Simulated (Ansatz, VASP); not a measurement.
## BeS in VASP and in Ansatz

INCAR

```
ALGO = Normal ; EDIFF = 1E-6
ENCUT = 600 ; GGA = PE
GGA_COMPAT = F ; ISIF = 2
ISMEAR = 0 ; IVDW = 13
LASPH = T ; LCHARG = F
LREAL = F ; LWAVE = F
NBANDS = 11 ; NELM = 120
PREC = Accurate ; SIGMA = 0.05
```

The input KPOINTS:

```
k-points
0
Gamma
  8 8 8
```

POSCAR

```
BeS
1.0
    0.0000000000      2.4249991143      2.4249991143
    2.4249991143      0.0000000000      2.4249991143
    2.4249991143      2.4249991143      0.0000000000
Be S
1 1
Direct
    0.0000000000      0.0000000000      0.0000000000
    0.7500000000      0.7500000000      0.7500000000
```

Input for Ansatz:

```yaml
crystal:
  lattice:
    - [0.0, 2.4249991143, 2.4249991143]
    - [2.4249991143, 0.0, 2.4249991143]
    - [2.4249991143, 2.4249991143, 0.0]
  atoms:
    - { symbol: Be, position: [0.0, 0.0, 0.0] }
    - { symbol: S, position: [0.75, 0.75, 0.75] }
basis:
  ecutwfc: 420
  ecutrho_ratio: 4
kpoints:
  mp_grid: { grid: [8, 8, 8] }
hamiltonian:
  xc: pbe
  dispersion: d4
scf:
  occupations: { method: gaussian, width: 0.05 }
output:
  forces: true
  stress: true
  eigenvalues: true
```

Alike in both runs: task single point; functional PBE; dispersion D4; k mesh 8 × 8 × 8; occupations gaussian, width 0.05 eV; no spin polarisation.

|  | VASP | Ansatz |
| --- | --- | --- |
| version | VASP 6.6.1 | Ansatz 0.2.0 |
| potentials or method | VASP PAW PBE potentials, release 64 (Be, S), cutoff 600 eV | scalar-relativistic, plane waves, PAW |
| valence electrons in the cell | 8 | 8 |

|  | VASP | Ansatz | Ansatz less VASP |
| --- | --- | --- | --- |
| gap on the k mesh at the Fermi level (eV) | 3.11 | 3.11 | -0.001 |
| least direct gap on the mesh (eV) | 5.67 | 5.65 | -0.018 |
| pressure (GPa) | -1.3 | -1.3 | -0.05 |
